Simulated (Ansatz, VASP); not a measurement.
## One calculation of SnO2, two programs

```
Sn O
1.0
     3.33486    0.00000    0.00000
    -1.66743    2.88807    0.00000
     0.00000    0.00000   11.13888
Sn O
2 4
Direct
  0.00000 0.00000 0.50000
  0.00000 0.00000 0.00000
  0.66667 0.33333 0.40586
  0.66667 0.33333 0.09414
  0.33333 0.66667 0.59414
  0.33333 0.66667 0.90586
```

Alike in both runs: task single point; functional PBEsol; k mesh 12 × 12 × 2; no spin polarisation.

|  | VASP | Ansatz |
| --- | --- | --- |
| version | VASP 6.6.1 | Ansatz 0.2.0 |
| potentials or method | VASP PAW PBE potentials, release 64 (Sn_d, O), cutoff 520 eV | plane waves, PAW |
| occupations | methfessel-paxton of order 1, width 0.1 eV | cold |
| valence electrons in the cell | 52 | 52 |

Ansatz gave:

| Property | Result |
| --- | --- |
| pressure (GPa) | -13.1 |
| traceless stress, the component that is largest in VASP (GPa) | 5.89 |

Task: What did VASP give for the same quantities?

Result: Pressure (GPa): -12.8; traceless stress, the component that is largest in VASP (GPa): 5.65.

VASP's potentials were made for PBE, not for PBEsol. Ansatz's warnings: structure snapped to symmetry.
